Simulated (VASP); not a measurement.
# Fe (Im-3m) in VASP: single point with HSE06

Aim: the single point of Fe with HSE06.

Program: VASP 6.6.1. These are calculated values, not measurements. Logs are shortened: lines on timing, memory, paths and dates and some standing lists are left out, and cuts for length are marked.

### 1 The cell of the first run

The structure is cubic, space group Im-3m (No. 229). The conventional cell has a = 2.924 Å, b = 2.924 Å, c = 2.924 Å, α = 90.00°, β = 90.00°, γ = 90.00°. Fe (site symmetry m-3m) has 14 Fe at 2.53 to 2.92 Å within 3.3 Å.

### 2 Single point, HSE06, collinear spin, ferromagnetic start

File POSCAR:

```
Fe
1.0
   -1.4619890197      1.4619890197      1.4619890197
    1.4619890197     -1.4619890197      1.4619890197
    1.4619890197      1.4619890197     -1.4619890197
Fe
1
Direct
    0.0000000000      0.0000000000      0.0000000000
```

File INCAR.step1:

```
PREC     = Accurate       # precision mode
ENCUT    = 520            # plane-wave cutoff, eV
EDIFF    = 1E-5           # SCF threshold, eV
ISMEAR   = -1             # smearing method
SIGMA    = 0.05           # smearing width, eV
LREAL    = F              # projectors in reciprocal space
LASPH    = T              # aspherical terms in the spheres
NELM     = 150            # most SCF steps
ALGO     = Normal         # electronic algorithm
ISIF     = 2              # what is computed and relaxed
LWAVE    = T              # write WAVECAR
LCHARG   = F              # write CHGCAR
ISPIN    = 2              # spin polarisation
MAGMOM   = 3              # initial moments
LORBIT   = 11             # projections on sites
LMAXMIX  = 4              # l up to which the mixer works
NBANDS   = 14             # bands
GGA      = PE             # functional
```

File INCAR.step2:

```
PREC     = Accurate       # precision mode
ENCUT    = 520            # plane-wave cutoff, eV
EDIFF    = 1E-7           # SCF threshold, eV
ISMEAR   = -1             # smearing method
SIGMA    = 0.05           # smearing width, eV
LREAL    = F              # projectors in reciprocal space
LASPH    = T              # aspherical terms in the spheres
NELM     = 150            # most SCF steps
ALGO     = Normal         # electronic algorithm
ISIF     = 2              # what is computed and relaxed
LWAVE    = F              # write WAVECAR
LCHARG   = F              # write CHGCAR
ISPIN    = 2              # spin polarisation
MAGMOM   = 3              # initial moments
LORBIT   = 11             # projections on sites
LMAXMIX  = 4              # l up to which the mixer works
GGA      = PE             # functional
LHFCALC  = T              # exact exchange
HFSCREEN = 0.2079         # screening, 1/A
PRECFOCK = Normal       
NBANDS   = 14             # bands
ISTART   = 1
```

File KPOINTS:

```
regular mesh
0
Gamma
  8 8 8
```

Potentials or basis: VASP PAW PBE potentials, release 64 (Fe).

Launch:

```sh
$ cat potpaw_PBE.64/Fe/POTCAR > POTCAR
$ cp INCAR.step1 INCAR
$ mpirun -np 1 vasp_std > vasp.out
$ cp INCAR.step2 INCAR
$ mpirun -np 1 vasp_std > vasp.out
```

OUTCAR:

```text
PREC = Accurate
   ENCUT = 520
   EDIFF = 1E-7
   ISMEAR = -1
   LREAL = F
   LASPH = T
   NELM = 150
   ISIF = 2
   ISPIN = 2
   LORBIT = 11
   GGA = PE
   LHFCALC = T
   HFSCREEN = 0.2079
   PRECFOCK = Normal
   ISTART = 1

 ion  position               nearest neighbor table
   1  0.000  0.000  0.000-

  LATTYP: Found a body centered cubic cell.
 ALAT       =     2.9239780394

  Lattice vectors:

 A1 = (  -1.4619890197,   1.4619890197,   1.4619890197)
 A2 = (   1.4619890197,  -1.4619890197,   1.4619890197)
 A3 = (   1.4619890197,   1.4619890197,  -1.4619890197)

Analysis of symmetry for initial positions (statically):
=====================================================================
 Subroutine PRICEL returns:
 Original cell was already a primitive cell.

 Routine SETGRP: Setting up the symmetry group for a
 body centered cubic supercell.

 Subroutine GETGRP returns: Found 48 space group operations
 (whereof 48 operations were pure point group operations)
 out of a pool of 48 trial point group operations.

The static configuration has the point symmetry O_h .

Analysis of symmetry for dynamics (positions and initial velocities):
=====================================================================
 Subroutine PRICEL returns:
 Original cell was already a primitive cell.

 Routine SETGRP: Setting up the symmetry group for a
 body centered cubic supercell.

 Subroutine GETGRP returns: Found 48 space group operations
 (whereof 48 operations were pure point group operations)
 out of a pool of 48 trial point group operations.

The dynamic configuration has the point symmetry O_h .

Analysis of structural, dynamic, and magnetic symmetry:
=====================================================================
 Subroutine PRICEL returns:
 Original cell was already a primitive cell.

 Routine SETGRP: Setting up the symmetry group for a
 body centered cubic supercell.

 Subroutine GETGRP returns: Found 48 space group operations
 (whereof 48 operations were pure point group operations)
 out of a pool of 48 trial point group operations.

The overall configuration has the point symmetry O_h .

 Subroutine INISYM returns: Found 48 space group operations
 (whereof 48 operations are pure point group operations),
 and found     1 'primitive' translations

----------------------------------------------------------------------------------------

                                     Primitive cell

  volume of cell :      12.4995

  direct lattice vectors                    reciprocal lattice vectors
[... 123 lines left out ...]
   LRPA    =     F    only Hartree local field effects (RPA)
 spin polarized calculation
  energy-cutoff  :      520.00
  volume of cell :       12.50
 maximum number of plane-waves:       370
  NGX = 16; NGY = 16; NGZ = 16

 number of electron       7.9999996 magnetization       2.7856070

 Free energy of the ion-electron system (eV)
  ---------------------------------------------------
  ext. energy  EPLUGINS =         0.00000000
  ---------------------------------------------------
  free energy    TOTEN  =       -11.53969592 eV

  energy without entropy =      -11.53281208  energy(sigma->0) =      -11.53625400

 E-fermi :   5.3215     XC(G=0): -10.2478

 val. band max:        5.2876780209   @ k =  -0.2500   0.3750   0.1250
 cond. band min:       5.3524070996   @ k =   0.1250   0.1250   0.0000
 fundamental gap:      0.0647290787
 Fermi energy:         5.3214571840

 spin component 1

 k-point     1 :       0.0000    0.0000    0.0000
  band No.  band energies     occupation
      1      -3.8800      1.00000
      2       0.1931      1.00000
      3       0.1931      1.00000
      4       0.1931      1.00000
      5       1.2225      1.00000
      6       1.2225      1.00000
      7      30.3125      0.00000
      8      30.3125      0.00000
      9      30.3125      0.00000
     10      34.9046      0.00000
     11      34.9046      0.00000
     12      36.8003      0.00000
     13      36.8003      0.00000
     14      36.8003      0.00000
[... 379 lines left out ...]
      3       0.6935      1.00000
      4       1.0857      1.00000
      5       2.0368      1.00000
      6       6.6190      0.00000
      7      16.5908      0.00000
      8      19.5803      0.00000
      9      22.3737      0.00000
     10      25.7751      0.00000
     11      34.9578      0.00000
     12      37.0612      0.00000
     13      39.8150      0.00000
     14      44.5650      0.00000

 [... further k-points ...]

 spin component 2

 k-point     1 :       0.0000    0.0000    0.0000
  band No.  band energies     occupation
      1      -4.5343      1.00000
      2       6.0536      0.00000
      3       6.0538      0.00000
      4       6.0538      0.00000
      5       8.8670      0.00000
      6       8.8671      0.00000
      7      29.4329      0.00000
      8      29.4329      0.00000
      9      29.4329      0.00000
     10      34.9143      0.00000
     11      34.9143      0.00000
     12      37.8242      0.00000
     13      37.9121      0.00000
     14      37.9121      0.00000
[... 379 lines left out ...]
      3       6.1517      0.00000
      4       6.9474      0.00000
      5       8.5086      0.00000
      6      10.1501      0.00000
      7      17.8920      0.00000
      8      20.3484      0.00000
      9      23.3668      0.00000
     10      26.2642      0.00000
     11      35.6771      0.00000
     12      37.5329      0.00000
     13      40.0697      0.00000
     14      44.8027      0.00000

 [... further k-points ...]
[... 5 lines left out ...]
  --------------------------------------------------------------------------------------
  -------------------------------------------------------------------------------------
  Total       -0.2959481     -0.2959481     -0.2959481      0.0000000      0.0000000      0.0000000
  in kB      -37.9344469    -37.9344469    -37.9344469      0.0000000      0.0000000      0.0000000
  external PRESSURE =     -37.9344469 kB  Pullay stress =       0.0000000 kB

 VOLUME and BASIS-vectors are now :
 -----------------------------------------------------------------------------
  energy-cutoff  :      520.00
  volume of cell :       12.50
      direct lattice vectors                 reciprocal lattice vectors
    -1.461989020  1.461989020  1.461989020     0.000000000  0.341999833  0.341999833
     1.461989020 -1.461989020  1.461989020     0.341999833  0.000000000  0.341999833
     1.461989020  1.461989020 -1.461989020     0.341999833  0.341999833  0.000000000

 POSITION                                       TOTAL-FORCE (eV/Angst)
 -----------------------------------------------------------------------------------
      0.00000      0.00000      0.00000         0.000000     -0.000000     -0.000000
 -----------------------------------------------------------------------------------
    total drift:                                0.000001     -0.000003     -0.000043

  FREE ENERGIE OF THE ION-ELECTRON SYSTEM (eV)
  ---------------------------------------------------
  free  energy   TOTEN  =       -11.5396959150 eV

  energy  without entropy=      -11.5328120814  energy(sigma->0) =      -11.53625400

 total charge

# of ion       s       p       d       tot
------------------------------------------
    1        0.465   0.500   6.146   7.111

 magnetization (x)

# of ion       s       p       d       tot
------------------------------------------
    1       -0.037  -0.162   3.082   2.883
```

OUTCAR.step1:

```text
PREC = Accurate
   ENCUT = 520
   EDIFF = 1E-5
   ISMEAR = -1
   LREAL = F
   LASPH = T
   NELM = 150
   ISIF = 2
   ISPIN = 2
   LORBIT = 11
   GGA = PE

 ion  position               nearest neighbor table
   1  0.000  0.000  0.000-
[... 1049 lines left out ...]
    total drift:                                0.000000     -0.000000      0.000000

  FREE ENERGIE OF THE ION-ELECTRON SYSTEM (eV)
  ---------------------------------------------------
  free  energy   TOTEN  =        -8.1900288871 eV

  energy  without entropy=       -8.1821622234  energy(sigma->0) =       -8.18609556

 total charge

# of ion       s       p       d       tot
------------------------------------------
    1        0.448   0.465   6.172   7.085

 magnetization (x)

# of ion       s       p       d       tot
------------------------------------------
    1       -0.016  -0.064   2.547   2.468
```

Run time: 1.6 h. Hardware: 1 thread of Oxide Virtual Turin-like, shared host; peak memory 0.22 GiB.

What came out:

* Free energy: -11.5397 eV
* Pressure: -3.8 GPa
* Net moment: 2.79 μB per cell
* Site moments: Fe +2.88 μB
* Valence electrons inside the program's atomic spheres: Fe 7.11

Caveat: the k points lie up to 0.38 Å⁻¹ apart; the PAW data sets were made with another functional, which shifts forces and pressure a little.
